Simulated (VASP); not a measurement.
Write the native input for VASP 6.6.1 that does the following.

```
Task                   : single point
Functional             : LDA
Potentials or basis    : VASP PAW LDA potentials, release 64 (Na_pv, H)
Cutoff                 : 520 eV
k mesh                 : 8 × 8 × 8
Occupations            : gaussian, width 0.05 eV
Spin                   : no spin polarisation
Dipole correction      : no
Further INCAR settings : ALGO = Normal; EDIFF = 1e-06; NBANDS = 11
```

The structure of NaH lies in POSCAR:

```
NaH
1.0
    0.0000000000      2.4766000000      2.4400000000
    2.4766000000      0.0000000000      2.4400000000
    2.4766000000      2.4766000000      0.0000000000
Na H
1 1
Direct
    0.0000000000      0.0000000000      0.0000000000
    0.5000000000      0.5000000000      0.5000000000
```

This cell differs from its parent crystal: strain +0.015 along x and y, +0.000 along z.

These files were run (other wordings do the same):

INCAR

```
PREC     = Accurate       # precision mode
ENCUT    = 520            # plane-wave cutoff, eV
EDIFF    = 1E-6           # SCF threshold, eV
ISMEAR   = 0              # smearing method
SIGMA    = 0.05           # smearing width, eV
LREAL    = F              # projectors in reciprocal space
LASPH    = T              # aspherical terms in the spheres
NELM     = 60             # most SCF steps
ALGO     = Normal         # electronic algorithm
ISIF     = 2              # what is computed and relaxed
LWAVE    = F              # write WAVECAR
LCHARG   = T              # write CHGCAR
GGA      = CA             # functional
LELF     = T              # ELF
LVHAR    = T            
NBANDS   = 11             # bands
```

KPOINTS

```
regular mesh
0
Gamma
  8 8 8
```

Potentials or basis: VASP PAW LDA potentials, release 64 (Na_pv, H).

The run is started by

```sh
$ cat potpaw_LDA.64/Na_pv/POTCAR potpaw_LDA.64/H/POTCAR > POTCAR
$ mpirun -np 1 vasp_std > vasp.out
```

Results of the run:

| Property | Result |
| --- | --- |
| Pressure | -3.1 GPa |
| Band gap on the k mesh | 3.31 eV, indirect (least direct gap 4.20 eV) |

Caveat: the cell differs from its parent crystal (strain +0.015 along x and y, +0.000 along z).

Run time: 36 s on 1 thread of AMD EPYC 7R43 64-Core Processor (Zen 3), on a shared host, peak memory 0.1 GiB.
